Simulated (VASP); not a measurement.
Input of a VASP 6.6.1 run:

File POSCAR:

```
Cu2Sb
1.0
    4.0077970000      0.0000000000      0.0000000000
    0.0000000000      4.0077970000      0.0000000000
    0.0000000000      0.0000000000      6.1152810000
Cu Sb
4 2
Direct
    0.0000000000      0.0000000000      0.0000000000
    0.5000000000      0.5000000000      0.0000000000
    0.5000000000      0.0000000000      0.2700000000
    0.0000000000      0.5000000000      0.7300000000
    0.5000000000      0.0000000000      0.7000000000
    0.0000000000      0.5000000000      0.3000000000
```

Contents of INCAR.step1:

```
  PREC = Accurate
  ENCUT = 520
  ISMEAR = -1
  SIGMA = 0.1
  LREAL = F
  LASPH = T
  NELM = 60
  NBANDS = 36
  GGA = PE
  ALGO = Normal
  EDIFF = 1E-4
  LWAVE = T
  LCHARG = F
```

INCAR.step2

```
  PREC = Accurate
  ENCUT = 520
  EDIFF = 1E-6
  ISMEAR = -1
  SIGMA = 0.1
  LREAL = F
  LASPH = T
  NELM = 60
  ALGO = Normal
  ISIF = 2
  LWAVE = F
  LCHARG = F
  METAGGA = R2SCAN
  LMIXTAU = T
  NBANDS = 36
  ISTART = 1
```

KPOINTS

```
regular mesh
0
Gamma
  8 8 6
```

Potentials or basis: VASP PAW PBE potentials, release 64 (Cu, Sb).

The run is started by

```console
$ cat potpaw_PBE.64/Cu/POTCAR potpaw_PBE.64/Sb/POTCAR > POTCAR
$ cp INCAR.step1 INCAR
$ mpirun -np 1 vasp_std > vasp.out
$ cp INCAR.step2 INCAR
$ mpirun -np 1 vasp_std > vasp.out
```

Task: Estimate the pressure.

Result: -1.5 GPa.

Task: Predict the largest force.

Result: 0.209 eV/Å.

Stress tensor (GPa, compression positive):
```
-1.33  0.00  0.00
 0.00 -1.33  0.00
 0.00  0.00 -1.92
```

Caveat: the PAW data sets were made with another functional, which shifts forces and pressure a little.
